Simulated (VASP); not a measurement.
# Si8O15 (a cell with a defect) in VASP: further runs

The runs below take Si8O15 (a cell with a defect) through single point, with PBE+D3(BJ).

All numbers are computed with VASP 6.6.1; they aren't measurements. Logs are shortened: lines on timing, memory, paths and dates and some standing lists are left out, and cuts for length are marked.

### 1 The cell of the first run

The cell holds a defect, 23 atoms: a = 5.930 Å, b = 5.930 Å, c = 5.341 Å, α = 90.00°, β = 90.00°, γ = 90.00°.

### 2 Single point, PBE+D3(BJ)

The input, INCAR:

```
ALGO = Normal
EDIFF = 1E-6
ENCUT = 520
GGA = PE
ISIF = 2
ISMEAR = 0
IVDW = 12
LASPH = T
LCHARG = F
LREAL = Auto
LWAVE = F
NBANDS = 78
NELECT = 120.0
NELM = 80
PREC = Accurate
SIGMA = 0.02
```

The input, KPOINTS:

```
k-points
0
Gamma
  2 2 2
```

The input, POSCAR:

```
Si8O15
1.0
   -4.1929000000     -4.1929000000      0.0000000000
    4.1929000000     -4.1929000000      0.0000000000
    0.0000000000      0.0000000000      5.3408000000
Si O
8 15
Direct
    0.5002265735      0.5007445920      0.0007144997
    0.0002330130      0.5007231272      0.2842654658
    0.5002271697      0.5007397028      0.5007143125
    0.0002218035      0.5007348136      0.7171616612
    0.0002263350      0.0007348136      0.0007152487
    0.5002260965      0.0007376756      0.2494910875
    0.0002263350      0.0007381526      0.5007144997
    0.5002269312      0.0007428033      0.7519382864
    0.0002271697      0.5007590212      0.0007090698
    0.0002306280      0.1973989363      0.2587368933
    0.0002296740      0.8040883398      0.2587411998
    0.2042389516      0.5007444728      0.5007193679
    0.0002259772      0.1973997710      0.7426915443
    0.7962158649      0.5007428033      0.5007086953
    0.0002247848      0.8040872666      0.7426872379
    0.6953594171      0.0007447113      0.0007156231
    0.5002252618      0.6884935248      0.2395584931
    0.3050952801      0.0007433996      0.0007131890
    0.5002233538      0.3129961363      0.2395560590
    0.6905878986      0.0007479310      0.5007131890
    0.5002306280      0.6884926900      0.7618710680
    0.3098665601      0.0007468578      0.5007156231
    0.5002297932      0.3129954208      0.7618725659
```

Potentials or basis: VASP PAW PBE potentials, release 64 (Si, O).

On the command line:

```
> cat potpaw_PBE.64/Si/POTCAR potpaw_PBE.64/O/POTCAR > POTCAR
> mpirun -np 1 vasp_std > vasp.out
```

OUTCAR:

```text
EDIFF = 1E-6
   ENCUT = 520
   GGA = PE
   ISIF = 2
   ISMEAR = 0
   IVDW = 12
   LASPH = T
   LREAL = Auto
   NELECT = 120.0
   NELM = 80
   PREC = Accurate
 IVDW          = 12

 ion  position               nearest neighbor table
   1  0.500  0.501  0.001-  19 1.69  23 1.69  21 1.69  17 1.69   3 2.67   3 2.67
   2  0.000  0.501  0.284-   9 1.51  12 1.67  14 1.67  10 1.80  11 1.80   4 2.31   4 3.03
   3  0.500  0.501  0.501-  12 1.76  14 1.76  19 1.78  23 1.78  17 1.78  21 1.78   1 2.67   1 2.67

   4  0.000  0.501  0.717-   9 1.51  14 1.67  12 1.67  13 1.80  15 1.80   2 2.31   2 3.03
   5  0.000  0.001  0.001-  11 1.81  15 1.81  10 1.81  13 1.81  16 1.81  18 1.81   7 2.67   7 2.67

   6  0.500  0.001  0.249-  20 1.75  22 1.75  16 1.76  18 1.76  17 1.85  19 1.85   8 2.66   8 2.68

   7  0.000  0.001  0.501-  11 1.74  15 1.74  10 1.74  13 1.74  20 1.84  22 1.84   5 2.67   5 2.67

   8  0.500  0.001  0.752-  22 1.75  20 1.75  18 1.76  16 1.76  21 1.85  23 1.85   6 2.66   6 2.68

   9  0.000  0.501  0.001-   4 1.51   2 1.51
  10  0.000  0.197  0.259-   7 1.74   2 1.80   5 1.81
  11  0.000  0.804  0.259-   7 1.74   2 1.80   5 1.81
  12  0.204  0.501  0.501-   2 1.67   4 1.67   3 1.76
  13  0.000  0.197  0.743-   7 1.74   4 1.80   5 1.81
  14  0.796  0.501  0.501-   4 1.67   2 1.67   3 1.76
  15  0.000  0.804  0.743-   7 1.74   4 1.80   5 1.81
  16  0.695  0.001  0.001-   6 1.76   8 1.76   5 1.81
  17  0.500  0.688  0.240-   1 1.69   3 1.78   6 1.85
  18  0.305  0.001  0.001-   8 1.76   6 1.76   5 1.81
  19  0.500  0.313  0.240-   1 1.69   3 1.78   6 1.85
  20  0.691  0.001  0.501-   6 1.75   8 1.75   7 1.84
  21  0.500  0.688  0.762-   1 1.69   3 1.78   8 1.85
  22  0.310  0.001  0.501-   8 1.75   6 1.75   7 1.84
  23  0.500  0.313  0.762-   1 1.69   3 1.78   8 1.85

  LATTYP: Found a simple tetragonal cell.
 ALAT       =     5.9296560457
 C/A-ratio  =     0.9006930518

  Lattice vectors:

 A1 = (  -4.1929000000,  -4.1929000000,   0.0000000000)
 A2 = (   4.1929000000,  -4.1929000000,   0.0000000000)
 A3 = (   0.0000000000,   0.0000000000,   5.3408000000)

Analysis of symmetry for initial positions (statically):
=====================================================================
 Subroutine PRICEL returns:
 Original cell was already a primitive cell.

 Routine SETGRP: Setting up the symmetry group for a
 simple tetragonal supercell.

 Subroutine GETGRP returns: Found  1 space group operations
 (whereof  1 operations were pure point group operations)
 out of a pool of 16 trial point group operations.

The static configuration has the point symmetry C_1 .

[... 144 lines left out ...]
   ISYM   =      2    0-nonsym 1-usesym 2-fastsym
   POTIM  = 0.5000    time-step for ionic-motion
   TEBEG  =    0.0;   TEEND  =   0.0 temperature during run
   PSTRESS=    0.0 pullay stress
   NELECT =     120.0000    total number of electrons
   NUPDOWN=      -1.0000    fix difference up-down
   EMIN   =  10.00;   EMAX   =-10.00  energy-range for DOS
   EFERMI =   0.00;   METHOD = LEGACY
   ISMEAR =     0;   SIGMA  =   0.02  broadening in eV -4-tet -1-fermi 0-gaus
   EFERMI_NEDOS =   21; number of points for ismear=-14 and -15
   IALGO  =     38    algorithm
   IMIX   =      4    mixing-type and parameters
     AMIX     =   0.40;   BMIX     =  1.00
     AMIX_MAG =   1.60;   BMIX_MAG =  1.00
  volume/ion in A,a.u.               =       8.16        55.10
  Fermi-wavevector in a.u.,A,eV,Ry     =   1.410090  2.664684 27.053193  1.988354
  Thomas-Fermi vector in A             =   2.532079
   LORBIT       =      0    0 simple, 1 ext, 2 COOP (PROOUT), +10 PAW based schemes
   GGA     = PE    functional components
   LHFCALC =     F    Hartree Fock is set to
   AEXX    =    0.0000 exact exchange contribution
   IVDW    =    12    specifies the selected vdW correction
   LEPSILON=     F    determine dielectric tensor
   LRPA    =     F    only Hartree local field effects (RPA)
 non-spin polarized calculation
 Gauss-broadening in eV      SIGMA  =   0.02
  energy-cutoff  :      520.00
  volume of cell :      187.79
 maximum number of plane-waves:      5080
 NGX is ok and might be reduce to    48
   NGX = 23   NGY = 23   NGZ = 19

 number of electron     119.9999927 magnetization

 Free energy of the ion-electron system (eV)
  ---------------------------------------------------
  ext. energy  EPLUGINS =         0.00000000
  ---------------------------------------------------
  free energy    TOTEN  =      -190.48468342 eV

  energy without entropy =     -190.48468342  energy(sigma->0) =     -190.48468342

 E-fermi :   7.6548     XC(G=0): -11.8311

 val. band max:        7.5205738384   @ k =   0.0000   0.0000   0.0000
 cond. band min:      10.3512971321   @ k =   0.0000   0.0000   0.0000
 fundamental gap:      2.8307232937
 Fermi energy:         7.6548102073

 k-point     1 :       0.0000    0.0000    0.0000
  band No.  band energies     occupation
      1     -15.0647      2.00000
      2     -13.6728      2.00000
      3     -13.1028      2.00000
      4     -12.7051      2.00000
      5     -12.6235      2.00000
      6     -12.3728      2.00000
[... 589 lines left out ...]
     71      17.2569      0.00000
     72      17.5593      0.00000
 [bands above 72 left out]

------------------------ aborting loop because EDIFF is reached ----------------------------------------

 Edisp (eV)   -5.43679

 E8    (eV) :    -1.8842

  FORCE on cell =-STRESS in cart. coord.  units (eV):
  Direction    XX          YY          ZZ          XY          YZ          ZX
  --------------------------------------------------------------------------------------
  -------------------------------------------------------------------------------------
  Total     -19.14132   -19.14311     4.01294     1.78890     0.00201    -0.00126
  in kB    -163.31162  -163.32694    34.23799    15.26272     0.01718    -0.01074
  external pressure =      -97.47 kB  Pullay stress =        0.00 kB

 VOLUME and BASIS-vectors are now :
 -----------------------------------------------------------------------------
  energy-cutoff  :      520.00
  volume of cell :      187.79
      direct lattice vectors                 reciprocal lattice vectors
    -4.192900000 -4.192900000  0.000000000    -0.119249207 -0.119249207  0.000000000
     4.192900000 -4.192900000  0.000000000     0.119249207 -0.119249207  0.000000000
     0.000000000  0.000000000  5.340800000     0.000000000  0.000000000  0.187237867

 POSITION                                       TOTAL-FORCE (eV/Angst)
 -----------------------------------------------------------------------------------
      0.00217     -4.19697      0.00382         0.001731     -0.002222      0.000107
      2.09850     -2.10046      1.51820        -0.000413      0.001892     -0.059625
      0.00215     -4.19695      2.67422         0.001488     -0.001760      0.000281
      2.09860     -2.10046      3.83022        -0.000394      0.001068      0.056707
      0.00213     -0.00403      0.00382         0.001165     -0.001532     -0.000116
     -2.09430     -2.10049      1.33248         0.000806     -0.001326     -0.012014
[... 15 lines left out ...]
     -1.29611     -1.30237      2.67422         0.021134      0.020538      0.001899
     -0.78506     -3.40977      4.06901        -0.026378      0.027055     -0.020282
 -----------------------------------------------------------------------------------
    total drift:                               -0.001780     -0.004991      0.016323

  FREE ENERGIE OF THE ION-ELECTRON SYSTEM (eV)
  ---------------------------------------------------
  free  energy   TOTEN  =      -195.9214720040 eV

  energy  without entropy=     -195.9214720040  energy(sigma->0) =     -195.92147200
```

OSZICAR:

```text
N       E                     dE             d eps       ncg     rms          rms(c)
DAV:   1     0.643341202394E+03    0.64334E+03   -0.67069E+04  1248   0.150E+03
DAV:   2    -0.170503006484E+03   -0.81384E+03   -0.79358E+03  1496   0.333E+02
DAV:   3    -0.208301334656E+03   -0.37798E+02   -0.37600E+02  1536   0.744E+01
DAV:   4    -0.208682269472E+03   -0.38093E+00   -0.38006E+00  1528   0.832E+00
DAV:   5    -0.208687075294E+03   -0.48058E-02   -0.48025E-02  1490   0.876E-01    0.356E+01
DAV:   6    -0.190649495916E+03    0.18038E+02   -0.65060E+01  1400   0.294E+01    0.167E+01
DAV:   7    -0.190499712831E+03    0.14978E+00   -0.27904E+00  1528   0.637E+00    0.602E+00
DAV:   8    -0.190475253450E+03    0.24459E-01   -0.18814E-01  1536   0.211E+00    0.247E+00
DAV:   9    -0.190482736989E+03   -0.74835E-02   -0.53042E-02  1504   0.125E+00    0.442E-01
DAV:  10    -0.190484347458E+03   -0.16105E-02   -0.88713E-03  1472   0.392E-01    0.289E-01
DAV:  11    -0.190484537763E+03   -0.19031E-03   -0.41002E-04  1448   0.100E-01    0.151E-01
DAV:  12    -0.190484678799E+03   -0.14104E-03   -0.37006E-04  1440   0.917E-02    0.211E-02
DAV:  13    -0.190484683569E+03   -0.47695E-05   -0.31127E-05  1544   0.285E-02    0.181E-02
DAV:  14    -0.190484683421E+03    0.14742E-06   -0.94460E-06  1480   0.138E-02
   1 F= -.19592147E+03 E0= -.19592147E+03  d E =-.384634E-22
```

Run time: 2.5 min. Hardware: 1 thread of Intel Xeon Platinum 8559C (Emerald Rapids), shared host; peak memory 0.31 GiB.

What came out:

- Free energy: -195.9215 eV
- Largest force: 0.060 eV/Å
- Dispersion energy per atom: -0.236 eV

Forces on the atoms (eV/Å):
```
Si   0.002 -0.002  0.000
Si   0.000  0.002 -0.060
Si   0.001 -0.002  0.000
Si   0.000  0.001  0.057
Si   0.001 -0.002  0.000
Si   0.001 -0.001 -0.012
Si   0.002 -0.002  0.000
Si   0.000  0.001  0.013
O    0.001 -0.002  0.005
O    0.012 -0.013  0.001
O   -0.014  0.013 -0.001
O   -0.031 -0.030  0.001
O    0.013 -0.014  0.000
O    0.030  0.031  0.002
O   -0.013  0.013 -0.002
O   -0.015 -0.015  0.000
O    0.025 -0.024  0.017
O    0.015  0.014  0.000
O   -0.026  0.028  0.016
O   -0.022 -0.022  0.002
O    0.023 -0.022 -0.020
O    0.021  0.021  0.002
O   -0.026  0.027 -0.020
```

Caveat: the k points lie up to 0.59 Å⁻¹ apart; the cell carries a net charge on a neutralising background, which shifts energy and pressure; the cell is charged against a uniform background, so pressure and absolute levels hang on convention.

### 3 Single point, PBE+D3(BJ)

The input, INCAR:

```
SYSTEM = Si8O15
ALGO = Normal ; EDIFF = 1E-7
ENCUT = 520 ; GGA = PE
ISIF = 2 ; ISMEAR = 0
IVDW = 12 ; LASPH = .TRUE.
LCHARG = .TRUE. ; LELF = .TRUE.
LREAL = Auto ; LVHAR = .TRUE.
LWAVE = .FALSE. ; NBANDS = 78
NELECT = 120.0 ; NELM = 60
PREC = Accurate ; SIGMA = 0.02
```

The input, KPOINTS:

```
k-points
0
G
  2 2 2
  0 0 0
```

The input, POSCAR:

```
Si8O15
1.0
   -4.1929000000     -4.1929000000      0.0000000000
    4.1929000000     -4.1929000000      0.0000000000
    0.0000000000      0.0000000000      5.3408000000
Si O
8 15
Direct
    0.5002266927      0.5007406568      0.0007137507
    0.0002356364      0.5007214577      0.2843298757
    0.5002297932      0.5007354099      0.5007135635
    0.0002206110      0.5007374371      0.7170965024
    0.0002235923      0.0007392258      0.0007173083
    0.5002258580      0.0007286127      0.2493630168
    0.0002249040      0.0007364831      0.5007161848
    0.5002245463      0.0007404183      0.7520669188
    0.0002238308      0.5007635527      0.0007094443
    0.0002321782      0.1973969091      0.2586576917
    0.0002307472      0.8040927520      0.2586623727
    0.2041627513      0.5007469770      0.5007212403
    0.0002252618      0.1973983401      0.7427707460
    0.7962931384      0.5007442343      0.5007060740
    0.0002231153      0.8040920365      0.7427681246
    0.6953260273      0.0007461423      0.0007156231
    0.5002253810      0.6884759951      0.2396154134
    0.3051293854      0.0007441151      0.0007124401
    0.5002220420      0.3130131890      0.2396141028
    0.6905836056      0.0007493620      0.5007128146
    0.5002328937      0.6884742064      0.7618133987
    0.3098709724      0.0007481695      0.5007156231
    0.5002324167      0.3130114002      0.7618124626
```

Potentials or basis: VASP PAW PBE potentials, release 64 (Si, O).

On the command line:

```
> cat potpaw_PBE.64/Si/POTCAR potpaw_PBE.64/O/POTCAR > POTCAR
> mpirun -np 1 vasp_std > vasp.out
```

OUTCAR:

```text
SYSTEM = Si8O15
   EDIFF = 1E-7
   ENCUT = 520
   GGA = PE
   ISIF = 2
   ISMEAR = 0
   IVDW = 12
   LASPH = .TRUE.
   LREAL = Auto
   NELECT = 120.0
   NELM = 60
   PREC = Accurate
 IVDW          = 12

 ion  position               nearest neighbor table
   1  0.500  0.501  0.001-  19 1.69  23 1.69  21 1.69  17 1.69   3 2.67   3 2.67
   2  0.000  0.501  0.284-   9 1.51  12 1.67  14 1.67  10 1.80  11 1.80   4 2.31   4 3.03
   3  0.500  0.501  0.501-  14 1.76  12 1.76  19 1.78  23 1.78  17 1.78  21 1.78   1 2.67   1 2.67

   4  0.000  0.501  0.717-   9 1.51  14 1.67  12 1.67  13 1.80  15 1.80   2 2.31   2 3.03
   5  0.000  0.001  0.001-  11 1.80  15 1.80  10 1.80  13 1.80  16 1.81  18 1.81   7 2.67   7 2.67

   6  0.500  0.001  0.249-  20 1.75  22 1.75  18 1.76  16 1.76  17 1.85  19 1.85   8 2.66   8 2.68

   7  0.000  0.001  0.501-  15 1.74  11 1.74  13 1.74  10 1.74  20 1.84  22 1.84   5 2.67   5 2.67

   8  0.500  0.001  0.752-  22 1.75  20 1.75  18 1.76  16 1.76  21 1.85  23 1.85   6 2.66   6 2.68

   9  0.000  0.501  0.001-   4 1.51   2 1.51
  10  0.000  0.197  0.259-   7 1.74   2 1.80   5 1.80
  11  0.000  0.804  0.259-   7 1.74   2 1.80   5 1.80
  12  0.204  0.501  0.501-   2 1.67   4 1.67   3 1.76
  13  0.000  0.197  0.743-   7 1.74   4 1.80   5 1.80
  14  0.796  0.501  0.501-   4 1.67   2 1.67   3 1.76
  15  0.000  0.804  0.743-   7 1.74   4 1.80   5 1.80
  16  0.695  0.001  0.001-   6 1.76   8 1.76   5 1.81
  17  0.500  0.688  0.240-   1 1.69   3 1.78   6 1.85
  18  0.305  0.001  0.001-   8 1.76   6 1.76   5 1.81
  19  0.500  0.313  0.240-   1 1.69   3 1.78   6 1.85
  20  0.691  0.001  0.501-   6 1.75   8 1.75   7 1.84
  21  0.500  0.688  0.762-   1 1.69   3 1.78   8 1.85
  22  0.310  0.001  0.501-   8 1.75   6 1.75   7 1.84
  23  0.500  0.313  0.762-   1 1.69   3 1.78   8 1.85

  LATTYP: Found a simple tetragonal cell.
 ALAT       =     5.9296560457
 C/A-ratio  =     0.9006930518

  Lattice vectors:

 A1 = (  -4.1929000000,  -4.1929000000,   0.0000000000)
 A2 = (   4.1929000000,  -4.1929000000,   0.0000000000)
 A3 = (   0.0000000000,   0.0000000000,   5.3408000000)

Analysis of symmetry for initial positions (statically):
[... 178 lines left out ...]
   IVDW    =    12    specifies the selected vdW correction
   LEPSILON=     F    determine dielectric tensor
   LRPA    =     F    only Hartree local field effects (RPA)
 non-spin polarized calculation
 Gauss-broadening in eV      SIGMA  =   0.02
  energy-cutoff  :      520.00
  volume of cell :      187.79
 maximum number of plane-waves:      5080
 NGX is ok and might be reduce to    48
   NGX = 23   NGY = 23   NGZ = 19

 number of electron     119.9999928 magnetization

 Free energy of the ion-electron system (eV)
  ---------------------------------------------------
  ext. energy  EPLUGINS =         0.00000000
  ---------------------------------------------------
  free energy    TOTEN  =      -190.48455456 eV

  energy without entropy =     -190.48455456  energy(sigma->0) =     -190.48455456

 E-fermi :   7.6482     XC(G=0): -11.8309

 val. band max:        7.5197308556   @ k =   0.0000   0.0000   0.0000
 cond. band min:      10.3507993661   @ k =   0.0000   0.0000   0.0000
 fundamental gap:      2.8310685105
 Fermi energy:         7.6482167006

 k-point     1 :       0.0000    0.0000    0.0000
  band No.  band energies     occupation
      1     -15.0669      2.00000
      2     -13.6745      2.00000
      3     -13.1025      2.00000
      4     -12.7080      2.00000
      5     -12.6248      2.00000
      6     -12.3698      2.00000
[... 589 lines left out ...]
     71      17.2575      0.00000
     72      17.5593      0.00000
 [bands above 72 left out]

------------------------ aborting loop because EDIFF is reached ----------------------------------------

 Edisp (eV)   -5.43677

 E8    (eV) :    -1.8842

  FORCE on cell =-STRESS in cart. coord.  units (eV):
  Direction    XX          YY          ZZ          XY          YZ          ZX
  --------------------------------------------------------------------------------------
  -------------------------------------------------------------------------------------
  Total     -19.11605   -19.11676     3.97225     1.79135     0.00216    -0.00131
  in kB    -163.09607  -163.10212    33.89078    15.28357     0.01844    -0.01115
  external pressure =      -97.44 kB  Pullay stress =        0.00 kB

 VOLUME and BASIS-vectors are now :
 -----------------------------------------------------------------------------
  energy-cutoff  :      520.00
  volume of cell :      187.79
      direct lattice vectors                 reciprocal lattice vectors
    -4.192900000 -4.192900000  0.000000000    -0.119249207 -0.119249207  0.000000000
     4.192900000 -4.192900000  0.000000000     0.119249207 -0.119249207  0.000000000
     0.000000000  0.000000000  5.340800000     0.000000000  0.000000000  0.187237867

 POSITION                                       TOTAL-FORCE (eV/Angst)
 -----------------------------------------------------------------------------------
      0.00216     -4.19696      0.00381         0.001930     -0.002610      0.000109
      2.09849     -2.10046      1.51855        -0.000154      0.002032     -0.106667
      0.00212     -4.19695      2.67421         0.001953     -0.001828      0.000297
      2.09862     -2.10047      3.82987        -0.000609      0.001300      0.104230
      0.00216     -0.00404      0.00383         0.000665     -0.001460     -0.000300
     -2.09434     -2.10045      1.33180         0.001330     -0.001617      0.027836
[... 15 lines left out ...]
     -1.29612     -1.30240      2.67422         0.021088      0.020319      0.001762
     -0.78500     -3.40985      4.06869        -0.028283      0.029107     -0.010356
 -----------------------------------------------------------------------------------
    total drift:                               -0.001311     -0.004568      0.016356

  FREE ENERGIE OF THE ION-ELECTRON SYSTEM (eV)
  ---------------------------------------------------
  free  energy   TOTEN  =      -195.9213294417 eV

  energy  without entropy=     -195.9213294417  energy(sigma->0) =     -195.92132944
```

Wall time 8.5 min (1 thread of AMD EPYC 7R13, shared host); peak memory 0.28 GiB.

What came out:

| Property | Result |
| --- | --- |
| Free energy | -195.9213 eV |
| Largest force | 0.107 eV/Å |
| Dispersion energy per atom | -0.236 eV |

Forces in eV/Å, atoms in the order of the input:
```
Si   0.002 -0.003  0.000
Si   0.000  0.002 -0.107
Si   0.002 -0.002  0.000
Si  -0.001  0.001  0.104
Si   0.001 -0.001  0.000
Si   0.001 -0.002  0.028
Si   0.002 -0.002  0.000
Si  -0.001  0.000 -0.028
O    0.001 -0.002  0.004
O    0.011 -0.011  0.012
O   -0.012  0.011  0.011
O   -0.048 -0.046  0.002
O    0.011 -0.012 -0.011
O    0.047  0.048  0.002
O   -0.011  0.010 -0.014
O   -0.020 -0.019  0.000
O    0.028 -0.026  0.007
O    0.020  0.018  0.000
O   -0.029  0.030  0.005
O   -0.022 -0.022  0.002
O    0.025 -0.024 -0.010
O    0.021  0.020  0.002
O   -0.028  0.029 -0.010
```

Caveat: the k points lie up to 0.59 Å⁻¹ apart; the cell carries a net charge on a neutralising background, which shifts energy and pressure; the cell is charged against a uniform background, so pressure and absolute levels hang on convention.
